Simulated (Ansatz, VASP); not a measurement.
# Si: VASP beside Ansatz

INCAR

```
SYSTEM = Si
PREC = Accurate
ENCUT = 520
EDIFF = 1E-7
ISMEAR = 0
SIGMA = 0.05
LREAL = .FALSE.
LASPH = .TRUE.
NELM = 100
ALGO = Normal
ISIF = 2
LWAVE = .FALSE.
LCHARG = .TRUE.
GGA = PE
LELF = .TRUE.
LVHAR = .TRUE.
NBANDS = 16
```

Contents of KPOINTS:

```
regular mesh
0
G
  12 12 6
  0 0 0
```

The input POSCAR:

```
Si
1.0
    3.9202120069      0.0000000000      0.0000000000
   -1.9601060035      3.3950031862      0.0000000000
    0.0000000000      0.0000000000      6.1421881724
Si
4
Direct
    0.3333333333      0.6666666667      0.0393645135
    0.6666666667      0.3333333333      0.5393645135
    0.3333333333      0.6666666667      0.4606354865
    0.6666666667      0.3333333333      0.9606354865
```

Input for Ansatz:

```yaml
crystal:
  lattice:
    - [3.9202120069, 0.0, 0.0]
    - [-1.9601060035, 3.3950031862, 0.0]
    - [0.0, 0.0, 6.1421881724]
  atoms:
    - { symbol: Si, position: [0.3333333333, 0.6666666667, 0.0393645135] }
    - { symbol: Si, position: [0.6666666667, 0.3333333333, 0.5393645135] }
    - { symbol: Si, position: [0.3333333333, 0.6666666667, 0.4606354865] }
    - { symbol: Si, position: [0.6666666667, 0.3333333333, 0.9606354865] }
basis:
  ecutwfc: 420
kpoints:
  mp_grid: { grid: [12, 12, 6] }
hamiltonian:
  xc: pbe
  pseudopotentials: { kind: paw, azcp: { folder: soft_1 } }
scf:
  occupations: { method: gaussian, width: 0.05 }
output:
  forces: true
  stress: true
  eigenvalues: true
```

Alike in both runs: task single point; functional PBE; k mesh 12 × 12 × 6; occupations gaussian, width 0.05 eV; no spin polarisation.

|  | VASP | Ansatz |
| --- | --- | --- |
| version | VASP 6.6.1 | Ansatz 0.2.0 |
| potentials or method | VASP PAW PBE potentials, release 64 (Si), cutoff 520 eV | scalar-relativistic, plane waves, PAW |
| valence electrons in the cell | 16 | 16 |

```csv
,VASP,Ansatz,Ansatz less VASP
gap on the k mesh at the Fermi level (eV),none,none,-
pressure (GPa),0.1,0.2,+0.07
"traceless stress, the component that is largest in VASP (GPa)",-2.85,-2.90,-0.052
rms of the force components (eV/Å),1.083,1.083,+0.0001
```

Atom by atom the forces differ by 0.000 eV/Å (rms over components). A gap of «none» marks a metal or a gap that the smearing closes. The functional is the same, so the differences come from potentials, cutoffs and numerics.
